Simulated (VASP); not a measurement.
# K (I4_1/amd) in VASP: single point with PBE

Aim: the single point of K with PBE.

Program: VASP 6.6.1. These are calculated values, not measurements. Logs are shortened: lines on timing, memory, paths and dates and some standing lists are left out, and cuts for length are marked.

## Step 1: The cell of the first run

The structure is tetragonal, space group I4_1/amd (No. 141). The conventional cell has a = 7.565 Å, b = 7.565 Å, c = 4.136 Å, α = 90.00°, β = 90.00°, γ = 90.00°. Within 5.1 Å of K (site symmetry -4m2) lie 10 K at 3.92 to 4.89 Å.

## Step 2: Single point, PBE

The input, INCAR:

```
SYSTEM = K
  PREC = Accurate
  ENCUT = 520
  EDIFF = 1E-6
  ISMEAR = -1
  SIGMA = 0.05
  LREAL = .False.
  LASPH = .True.
  NELM = 60
  ALGO = Normal
  ISIF = 2
  LWAVE = .False.
  LCHARG = .False.
  GGA = PE
  NBANDS = 16
```

The input, KPOINTS:

```
Automatic mesh
0
Gamma
  11 11 11
  0 0 0
```

The input, POSCAR:

```
K
1.0
   -3.7824543187      3.7824543187      2.0682336412
    3.7824543187     -3.7824543187      2.0682336412
    3.7824543187      3.7824543187     -2.0682336412
K
2
Direct
   -0.3750000000     -0.1250000000     -0.2500000000
    0.3750000000      0.1250000000      0.2500000000
```

Potentials or basis: VASP PAW PBE potentials, release 64 (K_sv).

The run is started by

```sh
$ cat potpaw_PBE.64/K_sv/POTCAR > POTCAR
$ mpirun -np 1 vasp_std > vasp.out
```

OUTCAR:

```text
SYSTEM = K
   PREC = Accurate
   ENCUT = 520
   EDIFF = 1E-6
   ISMEAR = -1
   LREAL = .False.
   LASPH = .True.
   NELM = 60
   ISIF = 2
   GGA = PE

 ion  position               nearest neighbor table
   1  0.625  0.875  0.750-
   2  0.375  0.125  0.250-

  LATTYP: Found a body centered tetragonal cell.
 ALAT       =     7.5649086374
 C/A-ratio  =     0.5467967269

  Lattice vectors:

 A1 = (  -3.7824543187,   3.7824543187,   2.0682336412)
 A2 = (   3.7824543187,  -3.7824543187,   2.0682336412)
 A3 = (   3.7824543187,   3.7824543187,  -2.0682336412)

Analysis of symmetry for initial positions (statically):
=====================================================================
 Subroutine PRICEL returns:
 Original cell was already a primitive cell.

 Routine SETGRP: Setting up the symmetry group for a
 body centered tetragonal supercell.

 Subroutine GETGRP returns: Found 16 space group operations
 (whereof  4 operations were pure point group operations)
 out of a pool of 16 trial point group operations.

The static configuration has the point symmetry C_2h.
 The point group associated with its full space group is D_4h.

Analysis of symmetry for dynamics (positions and initial velocities):
=====================================================================
 Subroutine PRICEL returns:
 Original cell was already a primitive cell.

 Routine SETGRP: Setting up the symmetry group for a
 body centered tetragonal supercell.

 Subroutine GETGRP returns: Found 16 space group operations
 (whereof  4 operations were pure point group operations)
 out of a pool of 16 trial point group operations.

The dynamic configuration has the point symmetry C_2h.
 The point group associated with its full space group is D_4h.

 Subroutine INISYM returns: Found 16 space group operations
 (whereof  4 operations are pure point group operations),
 and found     1 'primitive' translations

----------------------------------------------------------------------------------------

                                     Primitive cell

  volume of cell :     118.3605

  direct lattice vectors                    reciprocal lattice vectors
    -3.782454319  3.782454319  2.068233641     0.000000000  0.132189303  0.241752184
     3.782454319 -3.782454319  2.068233641     0.132189303  0.000000000  0.241752184
     3.782454319  3.782454319 -2.068233641     0.132189303  0.132189303  0.000000000

  length of vectors
     5.735112182  5.735112182  5.735112182     0.275532449  0.275532449  0.186943905

  position of ions in fractional coordinates (direct lattice)
     0.625000000  0.875000000  0.750000000
     0.375000000  0.125000000  0.250000000

  ion indices of the primitive-cell ions
   primitive index   ion index
                 1           1
                 2           2

----------------------------------------------------------------------------------------

 KPOINTS: Automatic mesh

Automatic generation of k-mesh.
 Grid dimensions read from file:
 generate k-points for:   11   11   11

 Generating k-lattice:

  Cartesian coordinates                     Fractional coordinates (reciprocal lattice)
     0.000000000  0.012017209  0.021977471     0.090909091  0.000000000  0.000000000
     0.012017209  0.000000000  0.021977471     0.000000000  0.090909091  0.000000000
     0.012017209  0.012017209  0.000000000     0.000000000  0.000000000  0.090909091

  Length of vectors
     0.025048404  0.025048404  0.016994900

  Shift w.r.t. Gamma in fractional coordinates (k-lattice)
     0.000000000  0.000000000  0.000000000

 Subroutine IBZKPT returns following result:
 ===========================================

 Found    126 irreducible k-points:

 Following reciprocal coordinates:
            Coordinates               Weight
  0.000000  0.000000  0.000000      1.000000
  0.090909  0.000000  0.000000      8.000000
  0.181818 -0.000000  0.000000      8.000000
  0.272727 -0.000000  0.000000      8.000000
  0.363636  0.000000  0.000000      8.000000
  0.454545  0.000000  0.000000      8.000000
[... 16 lines left out ...]
 -0.272727  0.181818 -0.000000     16.000000
 -0.181818  0.181818  0.000000      4.000000
 [... further k-points ...]
   k-points           NKPTS =    126   k-points in BZ     NKDIM =    126   number of bands    NBANDS=     16
   number of dos      NEDOS =    301   number of ions     NIONS =      2
   total plane-waves  NPLWV = 110592
   dimension x,y,z NGX =    48 NGY =   48 NGZ =   48
   dimension x,y,z NGXF=    96 NGYF=   96 NGZF=   96
   ions per type =               2
   NGX,Y,Z   is equivalent  to a cutoff of  13.91, 13.91, 13.91 a.u.
   NGXF,Y,Z  is equivalent  to a cutoff of  27.83, 27.83, 27.83 a.u.
 SYSTEM =  K
   PREC   = accura    normal or accurate (medium, high low for compatibility)
   ISTART =      0    job   : 0-new  1-cont  2-samecut
   ICHARG =      2    charge: 1-file 2-atom 10-const
   ISPIN  =      1    spin polarized calculation?
   LNONCOLLINEAR =      F non collinear calculations
   LSORBIT =      F    spin-orbit coupling
   LASPH  =      T    aspherical Exc in radial PAW
   ENCUT  =  520.0 eV  38.22 Ry    6.18 a.u.  10.66 10.66 10.66*2*pi/ulx,y,z
   NELM   =     60;   NELMIN=  2; NELMDL= -5     # of ELM steps
   EDIFF  = 0.1E-05   stopping-criterion for ELM
   LREAL  =      F    real-space projection
[... 7 lines left out ...]
   TEBEG  =    0.0;   TEEND  =   0.0 temperature during run
   PSTRESS=    0.0 pullay stress
   NELECT =      18.0000    total number of electrons
   NUPDOWN=      -1.0000    fix difference up-down
   EMIN   =  10.00;   EMAX   =-10.00  energy-range for DOS
   EFERMI =   0.00;   METHOD = LEGACY
   ISMEAR =    -1;   SIGMA  =   0.05  broadening in eV -4-tet -1-fermi 0-gaus
   EFERMI_NEDOS =   21; number of points for ismear=-14 and -15
   IALGO  =     38    algorithm
   IMIX   =      4    mixing-type and parameters
     AMIX     =   0.40;   BMIX     =  1.00
     AMIX_MAG =   1.60;   BMIX_MAG =  1.00
  volume/ion in A,a.u.               =      59.18       399.37
  Fermi-wavevector in a.u.,A,eV,Ry     =   0.873836  1.651311 10.389268  0.763590
  Thomas-Fermi vector in A             =   1.993283
   LORBIT       =      0    0 simple, 1 ext, 2 COOP (PROOUT), +10 PAW based schemes
   GGA     = PE    functional components
   LHFCALC =     F    Hartree Fock is set to
   AEXX    =    0.0000 exact exchange contribution
   IVDW    =     0    specifies the selected vdW correction
   LEPSILON=     F    determine dielectric tensor
   LRPA    =     F    only Hartree local field effects (RPA)
 non-spin polarized calculation
  energy-cutoff  :      520.00
  volume of cell :      118.36
 maximum number of plane-waves:      3208
 NGX is ok and might be reduce to    48
   NGX = 21   NGY = 21   NGZ = 21

 number of electron      17.9999999 magnetization

 Free energy of the ion-electron system (eV)
  ---------------------------------------------------
  ext. energy  EPLUGINS =         0.00000000
  ---------------------------------------------------
  free energy    TOTEN  =        -1.85731396 eV

  energy without entropy =       -1.84578103  energy(sigma->0) =       -1.85154749

 E-fermi :   0.4583     XC(G=0):  -6.2026

 val. band max:        0.4518095139   @ k =  -0.4545   0.2727   0.0909
 cond. band min:       0.4639911456   @ k =   0.3636   0.2727   0.0000
 fundamental gap:      0.0121816317
 Fermi energy:         0.4583218085

 k-point     1 :       0.0000    0.0000    0.0000
  band No.  band energies     occupation
      1     -31.7443      2.00000
      2     -31.7156      2.00000
      3     -15.3130      2.00000
      4     -15.3130      2.00000
      5     -15.1565      2.00000
      6     -15.1542      2.00000
[... 8 lines left out ...]
     15       4.2251      0.00000
     16       5.7396      0.00000

 k-point     2 :       0.0909    0.0000    0.0000
  band No.  band energies     occupation
      1     -31.7432      2.00000
      2     -31.7156      2.00000
      3     -15.3121      2.00000
      4     -15.3081      2.00000
      5     -15.1678      2.00000
      6     -15.1648      2.00000
[... 8 lines left out ...]
     15       4.2330      0.00000
     16       5.1308      0.00000

 k-point     3 :       0.1818   -0.0000    0.0000
  band No.  band energies     occupation
      1     -31.7403      2.00000
      2     -31.7154      2.00000
      3     -15.3097      2.00000
      4     -15.2954      2.00000
      5     -15.1969      2.00000
      6     -15.1904      2.00000
[... 8 lines left out ...]
     15       4.1372      0.00000
     16       4.6243      0.00000

 k-point     4 :       0.2727   -0.0000    0.0000
  band No.  band energies     occupation
      1     -31.7363      2.00000
      2     -31.7154      2.00000
      3     -15.3065      2.00000
      4     -15.2824      2.00000
      5     -15.2341      2.00000
      6     -15.2181      2.00000
[... 8 lines left out ...]
     15       4.2369      0.00000
     16       4.3622      0.00000

 k-point     5 :       0.3636    0.0000    0.0000
  band No.  band energies     occupation
      1     -31.7323      2.00000
      2     -31.7158      2.00000
      3     -15.3034      2.00000
      4     -15.2874      2.00000
      5     -15.2649      2.00000
      6     -15.2260      2.00000
[... 8 lines left out ...]
     15       4.1540      0.00000
     16       4.4268      0.00000

 k-point     6 :       0.4545    0.0000    0.0000
  band No.  band energies     occupation
      1     -31.7296      2.00000
      2     -31.7163      2.00000
      3     -15.3019      2.00000
      4     -15.3016      2.00000
      5     -15.2816      2.00000
      6     -15.2151      2.00000
[... 8 lines left out ...]
     15       3.9493      0.00000
     16       4.6816      0.00000

 k-point     7 :       0.0909    0.0909    0.0000
  band No.  band energies     occupation
      1     -31.7408      2.00000
      2     -31.7149      2.00000
      3     -15.3051      2.00000
      4     -15.3049      2.00000
      5     -15.1934      2.00000
      6     -15.1919      2.00000
[... 8 lines left out ...]
     15       4.2583      0.00000
     16       4.5319      0.00000

 k-point     8 :       0.1818    0.0909    0.0000
  band No.  band energies     occupation
      1     -31.7372      2.00000
      2     -31.7146      2.00000
      3     -15.3021      2.00000
      4     -15.2934      2.00000
      5     -15.2293      2.00000
      6     -15.2232      2.00000
[... 8 lines left out ...]
     15       4.2091      0.00000
     16       4.3551      0.00000

 k-point     9 :       0.2727    0.0909    0.0000
  band No.  band energies     occupation
      1     -31.7332      2.00000
      2     -31.7148      2.00000
      3     -15.3020      2.00000
      4     -15.2898      2.00000
      5     -15.2600      2.00000
      6     -15.2409      2.00000
[... 8 lines left out ...]
     15       4.2340      0.00000
     16       4.2554      0.00000
[... 172 lines left out ...]
 k-point    19 :       0.3636    0.1818    0.0000
  band No.  band energies     occupation
      1     -31.7285      2.00000
      2     -31.7173      2.00000
      3     -15.3140      2.00000
      4     -15.2864      2.00000
      5     -15.2757      2.00000
      6     -15.2347      2.00000
[... 8 lines left out ...]
     15       4.1587      0.00000
     16       4.7306      0.00000

 k-point    20 :       0.4545    0.1818    0.0000
  band No.  band energies     occupation
      1     -31.7291      2.00000
      2     -31.7189      2.00000
      3     -15.3058      2.00000
      4     -15.2771      2.00000
      5     -15.2678      2.00000
      6     -15.2161      2.00000
[... 8 lines left out ...]
     15       4.3426      0.00000
     16       4.7888      0.00000

 k-point    21 :      -0.4545    0.1818   -0.0000
  band No.  band energies     occupation
      1     -31.7322      2.00000
      2     -31.7194      2.00000
      3     -15.3021      2.00000
      4     -15.2592      2.00000
      5     -15.2492      2.00000
      6     -15.2001      2.00000
[... 8 lines left out ...]
     15       4.4400      0.00000
     16       4.6623      0.00000

 k-point    22 :      -0.3636    0.1818    0.0000
  band No.  band energies     occupation
      1     -31.7363      2.00000
      2     -31.7193      2.00000
      3     -15.3029      2.00000
      4     -15.2650      2.00000
      5     -15.2192      2.00000
      6     -15.1864      2.00000
[... 8 lines left out ...]
     15       4.3150      0.00000
     16       4.8315      0.00000

 k-point    23 :      -0.2727    0.1818   -0.0000
  band No.  band energies     occupation
      1     -31.7399      2.00000
      2     -31.7188      2.00000
      3     -15.3032      2.00000
      4     -15.2847      2.00000
      5     -15.1908      2.00000
      6     -15.1680      2.00000
[... 8 lines left out ...]
     15       4.2276      0.00000
     16       5.2546      0.00000

 k-point    24 :      -0.1818    0.1818    0.0000
  band No.  band energies     occupation
      1     -31.7420      2.00000
      2     -31.7179      2.00000
      3     -15.3020      2.00000
      4     -15.3016      2.00000
      5     -15.1740      2.00000
      6     -15.1603      2.00000
[... 8 lines left out ...]
     15       4.1109      0.00000
     16       5.7918      0.00000

 [... further k-points ...]
[... 5 lines left out ...]
  --------------------------------------------------------------------------------------
  -------------------------------------------------------------------------------------
  Total        0.9553778      0.9553778      0.9488981      0.0000000      0.0000000      0.0000000
  in kB       12.9323892     12.9323892     12.8446765      0.0000000      0.0000000      0.0000000
  external PRESSURE =      12.9031516 kB  Pullay stress =       0.0000000 kB

 VOLUME and BASIS-vectors are now :
 -----------------------------------------------------------------------------
  energy-cutoff  :      520.00
  volume of cell :      118.36
      direct lattice vectors                 reciprocal lattice vectors
    -3.782454319  3.782454319  2.068233641     0.000000000  0.132189303  0.241752184
     3.782454319 -3.782454319  2.068233641     0.132189303  0.000000000  0.241752184
     3.782454319  3.782454319 -2.068233641     0.132189303  0.132189303  0.000000000

 POSITION                                       TOTAL-FORCE (eV/Angst)
 -----------------------------------------------------------------------------------
      3.78245      1.89123      1.55118        -0.000000      0.000000      0.000000
      0.00000      1.89123      0.51706         0.000000     -0.000000     -0.000000
 -----------------------------------------------------------------------------------
    total drift:                                0.000000     -0.000000      0.000000

  FREE ENERGIE OF THE ION-ELECTRON SYSTEM (eV)
  ---------------------------------------------------
  free  energy   TOTEN  =        -1.8573139574 eV

  energy  without entropy=       -1.8457810320  energy(sigma->0) =       -1.85154749
```

Wall time 2.2 min (1 thread of Intel Xeon 6975P-C (Granite Rapids), shared host); peak memory 0.42 GiB.

Results:

| Property | Result |
| --- | --- |
| Free energy | -1.8573 eV |
| Pressure | 1.3 GPa |
| Band gap on the k mesh | zero (bands 9 and 10 overlap by 1.65 eV) |

Levels at points of the mesh, in eV from the Fermi level:
| k point | band 5 | band 6 | band 7 | band 8 | band 9 | band 10 | band 11 | band 12 | band 13 | band 14 |
| --- | --- | --- | --- | --- | --- | --- | --- | --- | --- | --- |
| (0.00, 0.00, 0.00) | -15.61 | -15.61 | -15.60 | -15.60 | -2.49 | 1.01 | 2.39 | 3.06 | 3.06 | 3.24 |
